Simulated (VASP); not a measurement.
Input of a VASP 6.6.1 run:

File INCAR:

```
PREC = Accurate
ENCUT = 520
EDIFF = 1E-6
ISMEAR = 0
SIGMA = 0.1
LREAL = F
LASPH = T
NELM = 60
ALGO = Normal
ISIF = 2
LWAVE = F
LCHARG = F
LDIPOL = T
IDIPOL = 3
DIPOL = 0.5 0.5 0.657
GGA = PE
NBANDS = 27
```

KPOINTS

```
regular mesh
0
Gamma
  9 9 1
```

POSCAR

```
Si2Ni
1.0
    3.8677060746      0.0000000000      0.0000000000
   -1.9338530373      3.3495317150      0.0000000000
    0.0000000000      0.0000000000     28.1417730749
Si Ni
4 2
Direct
    0.7784442238      0.2215557762      0.5782764769
    0.1099833101      0.8900166899      0.6294396937
    0.4522543586      0.5477456414      0.6866531555
    0.7852608992      0.2147391008      0.7363615720
    0.4444386055      0.5555613945      0.6004192229
    0.1189018234      0.8810981766      0.7111484173
```

Potentials or basis: VASP PAW PBE potentials, release 64 (Si, Ni).

Run with:

```console
$ cat potpaw_PBE.64/Si/POTCAR potpaw_PBE.64/Ni/POTCAR > POTCAR
$ mpirun -np 1 vasp_std > vasp.out
```

Task: What does it give for the band gap on the k mesh?

Result: Zero (band 18 reaches -0.15 eV, above the bottom of band 19 at -1.90 eV).

Task: Estimate the largest force.

Result: 0.680 eV/Å.

Forces on the atoms (eV/Å):
```
Si  -0.028  0.016  0.022
Si   0.083 -0.048 -0.673
Si  -0.038  0.022 -0.112
Si  -0.003  0.002 -0.065
Ni  -0.020  0.012  0.679
Ni   0.006 -0.003  0.149
```

Spin polarisation is off, so any magnetic state and its effect on volume and gap are missing.
